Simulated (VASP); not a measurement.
Wanted: the native input for a VASP 6.6.1 run.

```yaml
Task: single point
Functional: PBE
Potentials_or_basis: VASP PAW PBE potentials, release 64 (In_d, O)
Cutoff: 520 eV
k_mesh: 12 × 12 × 4
Occupations: gaussian, width 0.03 eV
Spin: no spin polarisation
Dipole_correction: no
Further_INCAR_settings: ALGO = Normal; EDIFF = 1e-06; NBANDS = 27
```

The structure of InO lies in POSCAR:

```
InO
1.0
    3.5009294590      0.0000000000      0.0000000000
   -1.7504647295      3.0318938484      0.0000000000
    0.0000000000      0.0000000000     15.4508366886
In O
2 2
Direct
    0.6666666667      0.3333333333      0.5900210000
    0.6666666667      0.3333333333      0.4099790000
    0.0000000000      0.0000000000      0.6398670000
    0.0000000000      0.0000000000      0.3601330000
```

This cell differs from its parent crystal: ratio of the length along z to the lengths across it x 0.96, volume and fractional coordinates fixed.

One way to write it, as run:

INCAR

```
  PREC = Accurate
  ENCUT = 520
  EDIFF = 1E-6
  ISMEAR = 0
  SIGMA = 0.03
  LREAL = F
  LASPH = T
  NELM = 60
  ALGO = Normal
  ISIF = 2
  LWAVE = F
  LCHARG = F
  GGA = PE
  NBANDS = 27
```

KPOINTS

```
regular mesh
0
Gamma
  12 12 4
```

Potentials or basis: VASP PAW PBE potentials, release 64 (In_d, O).

Launch:

```bash
$ cat potpaw_PBE.64/In_d/POTCAR potpaw_PBE.64/O/POTCAR > POTCAR
$ mpirun -np 1 vasp_std > vasp.out
```

Results of the run:

```yaml
Largest_force: 0.457 eV/Å
Band_gap_on_the_k_mesh: 0.44 eV, indirect (least direct gap 1.02 eV)
```

Caveat: spin-orbit coupling is left out, which moves the levels of the heavy elements.

Run time: 7.5 min on 1 thread of Intel Xeon 6975P-C (shared host), peak memory 0.43 GiB.
